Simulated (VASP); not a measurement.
# S (R-3m) in VASP: a series of runs

Runs on S. Level: PBE. Tasks: single point.

All numbers are computed with VASP 6.6.1; they aren't measurements. Logs are shortened: lines on timing, memory, paths and dates and some standing lists are left out, and cuts for length are marked.

### 1 The cell of the first run

The typed cell holds 2 atoms: a = 3.621 Å, b = 3.621 Å, c = 3.621 Å, α = 59.96°, β = 59.96°, γ = 59.96°.

### 2 Single point, PBE

Contents of INCAR:

```
SYSTEM = S
PREC = Accurate ; ENCUT = 520
EDIFF = 1E-6 ; ISMEAR = -1
SIGMA = 0.08 ; LREAL = .FALSE.
LASPH = .TRUE. ; NELM = 60
ALGO = Normal ; ISIF = 2
LWAVE = .FALSE. ; LCHARG = .FALSE.
GGA = PE ; NBANDS = 13
```

Contents of KPOINTS:

```
regular mesh
0
G
  13 13 13
  0 0 0
```

Contents of POSCAR:

```
S
1.0
    1.8091575748     -1.0445176128      2.9573361161
    0.0000000000      2.0890352256      2.9573361161
   -1.8091575748     -1.0445176128      2.9573361161
S
2
Direct
    0.2499998920      0.2499998920      0.2499998920
   -0.2499998920     -0.2499998920     -0.2499998920
```

Potentials or basis: VASP PAW PBE potentials, release 64 (S).

On the command line:

```
$ cat potpaw_PBE.64/S/POTCAR > POTCAR
$ mpirun -np 1 vasp_std > vasp.out
```

OUTCAR:

```text
SYSTEM = S
   PREC = Accurate
   ENCUT = 520
   EDIFF = 1E-6
   ISMEAR = -1
   LREAL = .FALSE.
   LASPH = .TRUE.
   NELM = 60
   ISIF = 2
   GGA = PE

 ion  position               nearest neighbor table
   1  0.250  0.250  0.250-   2 2.56   2 2.56   2 2.56   2 2.56   2 2.56   2 2.56
   2  0.750  0.750  0.750-   1 2.56   1 2.56   1 2.56   1 2.56   1 2.56   1 2.56

  LATTYP: Found a trigonal (rhomboedric) cell.
 ALAT       =     3.6207602900
 COS(alpha) =     0.5006750833

  Lattice vectors:

 A1 = (   1.8091575748,  -1.0445176128,   2.9573361161)
 A2 = (   0.0000000000,   2.0890352256,   2.9573361161)
 A3 = (  -1.8091575748,  -1.0445176128,   2.9573361161)

Analysis of symmetry for initial positions (statically):
=====================================================================
 Subroutine PRICEL returns following result:

  LATTYP: Found a trigonal (rhomboedric) cell.
 ALAT       =     2.5593987053
 COS(alpha) =     0.0006746748

  Lattice vectors:

 A1 = (  -1.8091575748,  -1.0445176128,  -1.4786661417)
 A2 = (   0.0000000000,   2.0890352256,  -1.4786661417)
 A3 = (   1.8091575748,  -1.0445176128,  -1.4786699744)

   2 primitive cells build up your supercell.

 Routine SETGRP: Setting up the symmetry group for a
 trigonal (rhombohedral) supercell.

 Subroutine GETGRP returns: Found 12 space group operations
 (whereof 12 operations were pure point group operations)
 out of a pool of 12 trial point group operations.

The static configuration has the point symmetry D_3d.

Analysis of symmetry for dynamics (positions and initial velocities):
=====================================================================
 Subroutine PRICEL returns following result:

  LATTYP: Found a trigonal (rhomboedric) cell.
 ALAT       =     2.5593987053
 COS(alpha) =     0.0006746748

  Lattice vectors:

 A1 = (  -1.8091575748,  -1.0445176128,  -1.4786661417)
 A2 = (   0.0000000000,   2.0890352256,  -1.4786661417)
 A3 = (   1.8091575748,  -1.0445176128,  -1.4786699744)

   2 primitive cells build up your supercell.

 Routine SETGRP: Setting up the symmetry group for a
 trigonal (rhombohedral) supercell.

 Subroutine GETGRP returns: Found 12 space group operations
 (whereof 12 operations were pure point group operations)
 out of a pool of 12 trial point group operations.

The dynamic configuration has the point symmetry D_3d.

 Subroutine INISYM returns: Found 12 space group operations
 (whereof 12 operations are pure point group operations),
 and found     2 'primitive' translations

----------------------------------------------------------------------------------------

                                     Primitive cell

  volume of cell :      16.7654

  direct lattice vectors                    reciprocal lattice vectors
    -1.809157575 -1.044517613 -1.478666142    -0.276371964 -0.159563152 -0.225428199
     0.000000000  2.089035226 -1.478666142    -0.000000239  0.319126718 -0.225428199
     1.809157575 -1.044517613 -1.478669974     0.276371486 -0.159563152 -0.225428199

  length of vectors
     2.559398705  2.559398705  2.559400920     0.390716950  0.390716950  0.390716612

  position of ions in fractional coordinates (direct lattice)
     0.500000000  0.500000000  0.500000000

  ion indices of the primitive-cell ions
   primitive index   ion index
                 1           1

----------------------------------------------------------------------------------------

 KPOINTS: regular mesh

Automatic generation of k-mesh.
 Grid dimensions read from file:
 generate k-points for:   13   13   13

 Generating k-lattice:

  Cartesian coordinates                     Fractional coordinates (reciprocal lattice)
     0.021259363 -0.012274099  0.008670312     0.076923077 -0.000000000 -0.000000000
     0.000000000  0.024548198  0.008670312    -0.000000000  0.076923077 -0.000000000
    -0.021259363 -0.012274099  0.008670312    -0.000000000 -0.000000000  0.076923077

  Length of vectors
     0.026034369  0.026034369  0.026034369

  Shift w.r.t. Gamma in fractional coordinates (k-lattice)
     0.000000000  0.000000000  0.000000000

 Subroutine IBZKPT returns following result:
 ===========================================

 Found    231 irreducible k-points:

 Following reciprocal coordinates:
            Coordinates               Weight
  0.000000  0.000000  0.000000      1.000000
  0.076923  0.000000 -0.000000      6.000000
  0.153846  0.000000  0.000000      6.000000
  0.230769  0.000000  0.000000      6.000000
  0.307692  0.000000  0.000000      6.000000
  0.384615  0.000000 -0.000000      6.000000
[... 16 lines left out ...]
  0.384615  0.153846  0.000000     12.000000
  0.461538  0.153846  0.000000     12.000000
 [... further k-points ...]
   k-points           NKPTS =    231   k-points in BZ     NKDIM =    231   number of bands    NBANDS=     13
   number of dos      NEDOS =    301   number of ions     NIONS =      2
   total plane-waves  NPLWV =  21952
   dimension x,y,z NGX =    28 NGY =   28 NGZ =   28
   dimension x,y,z NGXF=    56 NGYF=   56 NGZF=   56
   ions per type =               2
   NGX,Y,Z   is equivalent  to a cutoff of  12.86, 12.86, 12.86 a.u.
   NGXF,Y,Z  is equivalent  to a cutoff of  25.71, 25.71, 25.71 a.u.
 SYSTEM =  S
   PREC   = accura    normal or accurate (medium, high low for compatibility)
   ISTART =      0    job   : 0-new  1-cont  2-samecut
   ICHARG =      2    charge: 1-file 2-atom 10-const
   ISPIN  =      1    spin polarized calculation?
   LNONCOLLINEAR =      F non collinear calculations
   LSORBIT =      F    spin-orbit coupling
   LASPH  =      T    aspherical Exc in radial PAW
   ENCUT  =  520.0 eV  38.22 Ry    6.18 a.u.   6.73  6.73  6.73*2*pi/ulx,y,z
   NELM   =     60;   NELMIN=  2; NELMDL= -5     # of ELM steps
   EDIFF  = 0.1E-05   stopping-criterion for ELM
   LREAL  =      F    real-space projection
   EDIFFG = 0.1E-04   stopping-criterion for IOM
   NSW    =      0    number of steps for IOM
   IBRION =     -1    ionic relax: 0-MD 1-quasi-New 2-CG
   NFREE  =      0    steps in history (QN), initial steepest desc. (CG)
   ISIF   =      2    stress and relaxation
   ISYM   =      2    0-nonsym 1-usesym 2-fastsym
   POTIM  = 0.5000    time-step for ionic-motion
   TEBEG  =    0.0;   TEEND  =   0.0 temperature during run
   PSTRESS=    0.0 pullay stress
   NELECT =      12.0000    total number of electrons
   NUPDOWN=      -1.0000    fix difference up-down
   EMIN   =  10.00;   EMAX   =-10.00  energy-range for DOS
   EFERMI =   0.00;   METHOD = LEGACY
   ISMEAR =    -1;   SIGMA  =   0.08  broadening in eV -4-tet -1-fermi 0-gaus
   EFERMI_NEDOS =   21; number of points for ismear=-14 and -15
   IALGO  =     38    algorithm
   IMIX   =      4    mixing-type and parameters
     AMIX     =   0.40;   BMIX     =  1.00
     AMIX_MAG =   1.60;   BMIX_MAG =  1.00
  volume/ion in A,a.u.               =      16.77       113.14
  Fermi-wavevector in a.u.,A,eV,Ry     =   1.162306  2.196440 18.380868  1.350956
  Thomas-Fermi vector in A             =   2.298869
   LORBIT       =      0    0 simple, 1 ext, 2 COOP (PROOUT), +10 PAW based schemes
   GGA     = PE    functional components
   LHFCALC =     F    Hartree Fock is set to
   AEXX    =    0.0000 exact exchange contribution
   IVDW    =     0    specifies the selected vdW correction
   LEPSILON=     F    determine dielectric tensor
   LRPA    =     F    only Hartree local field effects (RPA)
 non-spin polarized calculation
  energy-cutoff  :      520.00
  volume of cell :       33.53
 maximum number of plane-waves:       920
   NGX = 13   NGY = 13   NGZ = 13

 number of electron      11.9999997 magnetization

 Free energy of the ion-electron system (eV)
  ---------------------------------------------------
  ext. energy  EPLUGINS =         0.00000000
  ---------------------------------------------------
  free energy    TOTEN  =        -7.02548138 eV

  energy without entropy =       -7.00827996  energy(sigma->0) =       -7.01688067

 E-fermi :   7.3422     XC(G=0): -10.6784

 val. band max:        7.3294492283   @ k =   0.3077   0.3077   0.2308
 cond. band min:       7.3740172931   @ k =  -0.0769   0.2308   0.0769
 fundamental gap:      0.0445680647
 Fermi energy:         7.3421776107

 k-point     1 :       0.0000    0.0000    0.0000
  band No.  band energies     occupation
      1      -9.8848      2.00000
      2      -1.1257      2.00000
      3       3.4411      2.00000
      4       3.4536      2.00000
      5       3.4536      2.00000
      6       8.8571      0.00000
      7       8.8571      0.00000
      8       8.8632      0.00000
      9      12.9811      0.00000
     10      12.9968      0.00000
     11      12.9968      0.00000
     12      14.6322      0.00000
     13      14.6322      0.00000

 k-point     2 :       0.0769    0.0000   -0.0000
  band No.  band energies     occupation
      1      -9.8043      2.00000
      2      -1.3985      2.00000
      3       3.4560      2.00000
      4       3.4670      2.00000
      5       3.5890      2.00000
      6       8.5574      0.00000
      7       8.5620      0.00000
      8       8.6793      0.00000
      9      13.0201      0.00000
     10      13.1486      0.00000
     11      13.1626      0.00000
     12      15.0730      0.00000
     13      15.0737      0.00000

 k-point     3 :       0.1538    0.0000    0.0000
  band No.  band energies     occupation
      1      -9.5639      2.00000
      2      -2.1054      2.00000
      3       3.5037      2.00000
      4       3.5139      2.00000
      5       3.9050      2.00000
      6       7.8550      0.00328
      7       7.8579      0.00317
      8       8.2140      0.00004
      9      13.1800      0.00000
     10      13.6381      0.00000
     11      13.6528      0.00000
     12      16.1956      0.00000
     13      16.1976      0.00000

 k-point     4 :       0.2308    0.0000    0.0000
  band No.  band energies     occupation
      1      -9.1666      2.00000
      2      -3.0535      2.00000
      3       3.6025      2.00000
      4       3.6117      2.00000
      5       4.2625      2.00000
      6       7.0292      1.96078
      7       7.0303      1.96026
      8       7.6013      0.07547
      9      13.6064      0.00000
     10      14.4314      0.00000
     11      14.4469      0.00000
     12      17.7105      0.00000
     13      17.7136      0.00000

 k-point     5 :       0.3077    0.0000    0.0000
  band No.  band energies     occupation
      1      -8.6183      2.00000
      2      -4.1020      2.00000
      3       3.7739      2.00000
      4       3.7819      2.00000
      5       4.6095      2.00000
      6       6.2260      2.00000
      7       6.2266      2.00000
      8       6.9564      1.98403
      9      14.3511      0.00000
     10      15.5017      0.00000
     11      15.5181      0.00000
     12      19.4485      0.00000
     13      19.4519      0.00000
[... 257 lines left out ...]
 k-point    22 :       0.3077    0.1538    0.0000
  band No.  band energies     occupation
      1      -8.7435      2.00000
      2      -3.4994      2.00000
      3       2.6124      2.00000
      4       2.7841      2.00000
      5       3.8321      2.00000
      6       6.6172      1.99977
      7       8.4210      0.00000
      8       8.7088      0.00000
      9      12.0214      0.00000
     10      16.2310      0.00000
     11      16.4402      0.00000
     12      16.8269      0.00000
     13      18.5917      0.00000

 k-point    23 :       0.3846    0.1538    0.0000
  band No.  band energies     occupation
      1      -8.1682      2.00000
      2      -4.4213      2.00000
      3       2.6637      2.00000
      4       2.9501      2.00000
      5       3.0574      2.00000
      6       7.1782      1.77193
      7       7.7249      0.01659
      8       8.1999      0.00004
      9      12.6975      0.00000
     10      17.3249      0.00000
     11      17.7368      0.00000
     12      18.4202      0.00000
     13      19.2021      0.00000

 k-point    24 :       0.4615    0.1538    0.0000
  band No.  band energies     occupation
      1      -7.4655      2.00000
      2      -5.3819      2.00000
      3       2.4425      2.00000
      4       2.8516      2.00000
      5       3.2278      2.00000
      6       7.0280      1.96135
      7       7.6552      0.03919
      8       7.6968      0.02348
      9      13.7384      0.00000
     10      18.2589      0.00000
     11      18.5750      0.00000
     12      19.2245      0.00000
     13      19.8212      0.00000

 [... further k-points ...]
[... 5 lines left out ...]
  --------------------------------------------------------------------------------------
  -------------------------------------------------------------------------------------
  Total        0.4519362      0.4519362      0.4456886      0.0000000      0.0000000      0.0000000
  in kB       21.5945241     21.5945241     21.2959968      0.0000000      0.0000000      0.0000000
  external PRESSURE =      21.4950150 kB  Pullay stress =       0.0000000 kB

 VOLUME and BASIS-vectors are now :
 -----------------------------------------------------------------------------
  energy-cutoff  :      520.00
  volume of cell :       33.53
      direct lattice vectors                 reciprocal lattice vectors
     1.809157575 -1.044517613  2.957336116     0.276371725 -0.159563290  0.112714051
     0.000000000  2.089035226  2.957336116     0.000000000  0.319126580  0.112714051
    -1.809157575 -1.044517613  2.957336116    -0.276371725 -0.159563290  0.112714051

 POSITION                                       TOTAL-FORCE (eV/Angst)
 -----------------------------------------------------------------------------------
      0.00000      0.00000      2.21800         0.000000      0.000000      0.000000
      0.00000      0.00000      6.65401         0.000000      0.000000     -0.000000
 -----------------------------------------------------------------------------------
    total drift:                               -0.000000     -0.000000      0.000000

  FREE ENERGIE OF THE ION-ELECTRON SYSTEM (eV)
  ---------------------------------------------------
  free  energy   TOTEN  =        -7.0254813806 eV

  energy  without entropy=       -7.0082799566  energy(sigma->0) =       -7.01688067
```

It took 28 s on 1 thread of Intel Xeon 6975P-C (Granite Rapids), shared host; peak memory 0.2 GiB.

Results:

| Item | Value |
| --- | --- |
| Free energy | -7.0255 eV |
| Pressure | 2.1 GPa |
| Band gap on the k mesh | zero (band 6 reaches 10.09 eV, above the bottom of band 7 at 5.35 eV) |

Levels at points of the mesh, in eV from the Fermi level:
```tsv
k point	band 4	band 5	band 6	band 7	band 8	band 9
(0.00, 0.00, 0.00)	-3.89	-3.89	1.51	1.51	1.52	5.64
```

### 3 Single point, PBE

Contents of INCAR:

```
SYSTEM = S
  ALGO = Normal
  EDIFF = 1E-6
  ENCUT = 520
  GGA = PE
  ISIF = 2
  ISMEAR = -1
  LASPH = .True.
  LCHARG = .False.
  LREAL = .False.
  LWAVE = .False.
  NBANDS = 13
  NELM = 60
  PREC = Accurate
  SIGMA = 0.08
```

Contents of KPOINTS:

```
k-points
0
Gamma
  13 13 13
  0 0 0
```

Contents of POSCAR:

```
S
1.0
    1.8096089512     -1.0447782151      2.9569317895
    0.0000000000      2.0895564303      2.9569317895
   -1.8096089512     -1.0447782151      2.9569317895
S
2
Direct
    0.2500000000      0.2500000000      0.2500000000
   -0.2500000000     -0.2500000000     -0.2500000000
```

Potentials or basis: VASP PAW PBE potentials, release 64 (S).

On the command line:

```
$ cat potpaw_PBE.64/S/POTCAR > POTCAR
$ mpirun -np 1 vasp_std > vasp.out
```

Run time: 28 s. Hardware: 1 thread of Intel Xeon 6975P-C (Granite Rapids), shared host; peak memory 0.2 GiB.

Results (log left out):

```yaml
Free_energy: -7.0256 eV
Pressure: 2.1 GPa
Band_gap_on_the_k_mesh: zero (band 6 reaches 10.09 eV, above the bottom of band 7 at 5.35 eV)
```

Levels at points of the mesh, in eV from the Fermi level:
```
           k point  band 3  band 4  band 5  band 6  band 7  band 8  band 9  band 10
(0.00, 0.00, 0.00)   -3.90   -3.89   -3.89    1.52    1.52    1.52    5.64     5.65
```
